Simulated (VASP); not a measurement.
Zn:

```xyz
1
Lattice="-1.5690 1.5690 1.5690 1.5690 -1.5690 1.5690 1.5690 1.5690 -1.5690" Properties=species:S:1:pos:R:3 pbc="T T T"
Zn    0.0000    0.0000    0.0000
```

| Item | Value |
| --- | --- |
| Program | VASP 6.6.1 |
| Task | relaxation of cell and atoms |
| Functional | LDA |
| Potentials or basis | VASP PAW LDA potentials, release 64 (Zn) |
| Cutoff | 600 eV |
| k mesh | 12 × 12 × 12 |
| Occupations | fermi-dirac, width 0.05 eV |
| Spin | no spin polarisation |

At the start: pressure -7.9 GPa; volume 15.45 Å³/atom.

Question: How do energy, volume and symmetry change on relaxing?

Answer: Over 4 steps the energy falls by 49.5 meV/atom and the volume is 13.71 Å³/atom (-11.3 %); space group Im-3m (No. 229, to 0.05 Å).

Step by step:
```tsv
step	energy change (eV)	largest force (eV/Å)	pressure (GPa)	volume (Å³)
1	0.0000	0.0000	-7.92	15.45
2	-0.0493	0.0000	-0.83	13.81
3	-0.0495	0.0000	0.25	13.68
4	-0.0495	0.0000	0.01	13.71
```

Final structure:
```yaml
crystal:
  lattice:
    - [-1.50782, 1.50782, 1.50782]
    - [1.50782, -1.50782, 1.50782]
    - [1.50782, 1.50782, -1.50782]
  atoms:
    - { symbol: Zn, position: [0.00000, 0.00000, 0.00000] }
```
